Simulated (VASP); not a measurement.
Set up this calculation in VASP 6.6.1, as the native input.

* Task: relaxation of cell and atoms
* Functional: MS2
* Potentials or basis: VASP PAW PBE potentials, release 64 (Mo_sv, Se)
* Cutoff: 640 eV
* k mesh: 9 × 9 × 2
* Occupations: gaussian, width 0.03 eV
* Spin: no spin polarisation
* Tolerance level: tight
* Purpose: cell
* Passes: 3
* Further INCAR settings: ALGO = Normal; EDIFF = 1e-06

The system is MoSe2.

```
Mo Se
1.0
     3.39414    0.00000    0.00000
    -1.69707    2.93941    0.00000
     0.00000    0.00000   13.31641
Mo Se
2 4
Direct
  0.66667 0.33333 0.75000
  0.33333 0.66667 0.25000
  0.66667 0.33333 0.37500
  0.33333 0.66667 0.87500
  0.66667 0.33333 0.12500
  0.33333 0.66667 0.62500
```

The input as run:

POSCAR

```
MoSe2
1.0
    3.3941370196      0.0000000000      0.0000000000
   -1.6970685098      2.9394088829      0.0000000000
    0.0000000000      0.0000000000     13.3164134894
Mo Se
2 4
Direct
    0.6666666667      0.3333333333      0.7500000000
    0.3333333333      0.6666666667      0.2500000000
    0.6666666667      0.3333333333      0.3750000000
    0.3333333333      0.6666666667      0.8750000000
    0.6666666667      0.3333333333      0.1250000000
    0.3333333333      0.6666666667      0.6250000000
```

INCAR.step1

```
ALGO = Normal
EDIFF = 1E-6
EDIFFG = -0.002
EFERMI = MIDGAP
ENCUT = 640
GGA_COMPAT = False
IBRION = 2
ISIF = 3
ISMEAR = 0
KPAR = 8
LASPH = True
LCHARG = False
LMIXTAU = True
LREAL = False
LWAVE = False
METAGGA = MS2
NELM = 120
NELMIN = 4
NSW = 80
POTIM = 0.5
PREC = Accurate
SIGMA = 0.03
```

INCAR.step4

```
ALGO = Normal
EDIFF = 1E-6
EFERMI = MIDGAP
ENCUT = 640
GGA_COMPAT = False
ISIF = 2
ISMEAR = 0
KPAR = 8
LASPH = True
LCHARG = False
LMIXTAU = True
LREAL = False
LWAVE = False
METAGGA = MS2
NELM = 120
PREC = Accurate
SIGMA = 0.03
```

KPOINTS

```
Automatic mesh
0
Gamma
  9 9 2
  0 0 0
```

Potentials or basis: VASP PAW PBE potentials, release 64 (Mo_sv, Se).

The run is started by

```sh
$ cat potpaw_PBE.64/Mo_sv/POTCAR potpaw_PBE.64/Se/POTCAR > POTCAR
$ cp INCAR.step1 INCAR
$ cp POSCAR.step1 POSCAR
$ mpirun -np 8 vasp_std > vasp.out
$ cp CONTCAR POSCAR
$ mpirun -np 8 vasp_std > vasp.out
$ cp CONTCAR POSCAR
$ mpirun -np 8 vasp_std > vasp.out
$ cp CONTCAR POSCAR
$ cp INCAR.step4 INCAR
$ mpirun -np 8 vasp_std > vasp.out
```

It gave:

| Item | Value |
| --- | --- |
| Relaxed volume | 21.62 Å³/atom |
| Relaxed cell | a = 3.288 Å, b = 3.288 Å, c = 13.854 Å, α = 90.00°, β = 90.00°, γ = 120.00° |
| Space group after relaxing (to 0.1 Å) | P6_3/mmc (No. 194) |
| Energy gained by relaxing | 35.4 meV/atom |
| Ionic steps | 26 |
| Pressure after relaxing | 0.0 GPa |
| Band gap on the k mesh | 1.39 eV (least direct gap 1.49 eV) |

Caveat: the PAW data sets were made with another functional, which shifts forces and pressure a little.

Wall time 22 min on 8 MPI ranks on AMD EPYC 9R45 96-Core Processor (Zen 5) (shared host), peak memory 0.45 GiB a rank.
